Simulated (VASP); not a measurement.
Runs of VASP 6.6.1 on PbSe (zincblende type). The structure is that of space group F-43m (No. 216), or close to it. The cells are those of the table. 

```csv
task,cell,cutoff (eV),smearing,gap on the mesh (eV),pressure (GPa)
single point,"a = 4.880 Å, angles 60.0°, 2 atoms",520,gaussian 0.2 eV,0.75,0.0
single point,"a = 4.880 Å, angles 60.0°, 2 atoms",520,fermi-dirac 0.28 eV,(a),-0.1
single point,"a = 4.880 Å, angles 60.0°, 2 atoms",520,fermi-dirac 0.08 eV,0.75,0.0
relaxation of cell and atoms,"relaxed from a = 4.553 Å, angles 60.0°, 2 atoms",600,fermi-dirac 0.08 eV,0.75,0.0
single point,"a = 4.880 Å, angles 60.0°, 2 atoms",520,tetrahedron,0.75,0.0
```

Alike in all rows: level PBE; potentials or basis VASP PAW PBE potentials, release 64 (Pb_d, Se); no spin polarisation; k mesh 11 × 11 × 11.

Task: Fill in the values left out.

Result: (a) 0.77.

Caveats: spin-orbit coupling is left out, which moves the levels of the heavy elements.

A k mesh can miss the band edges, and the runs leave out spin-orbit coupling on Pb, Se.
